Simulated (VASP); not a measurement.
**HfN: single point with BLYP+D4**

The system is HfN.

```
Hf N
1.0
     0.00000    2.22551    2.22551
     2.22551    0.00000    2.22551
     2.22551    2.22551    0.00000
Hf N
1 1
Direct
  0.00000 0.00000 0.00000
  0.50000 0.50000 0.50000
```

This cell differs from its parent crystal: volume scaled by 0.96.

- Program: VASP 6.6.1
- Task: single point
- Functional: BLYP
- Dispersion: D4
- Potentials or basis: VASP PAW PBE potentials, release 64 (Hf_pv, N)
- Cutoff: 600 eV
- k mesh: 10 × 10 × 10
- Occupations: fermi-dirac, width 0.05 eV
- Spin: no spin polarisation

```yaml
Pressure: 16.8 GPa
Dispersion_energy_per_atom: -0.557 eV
```

Levels at points of the mesh, in eV from the Fermi level:
| k point | band 5 | band 6 | band 7 | band 8 | band 9 | band 10 | band 11 | band 12 |
| --- | --- | --- | --- | --- | --- | --- | --- | --- |
| (0.00, 0.00, 0.00) | -3.18 | -3.18 | -3.18 | -0.44 | -0.44 | -0.44 | 1.98 | 1.98 |
| (0.50, 0.00, 0.00) | -9.08 | -6.49 | -6.49 | 3.37 | 3.76 | 3.76 | 5.03 | 9.18 |
| (0.50, 0.50, 0.00) | -5.35 | -3.95 | -3.77 | -3.77 | 4.19 | 5.64 | 5.64 | 6.07 |

It took 25 s on 1 thread of Intel(R) Xeon(R) Platinum 8488C (Sapphire Rapids) (shared host), peak memory 0.17 GiB.

Caveat: the PAW data sets were made with another functional, which shifts forces and pressure a little; spin-orbit coupling is left out, which moves the levels of the heavy elements; pairwise dispersion overbinds metals, which lowers pressure and volume.
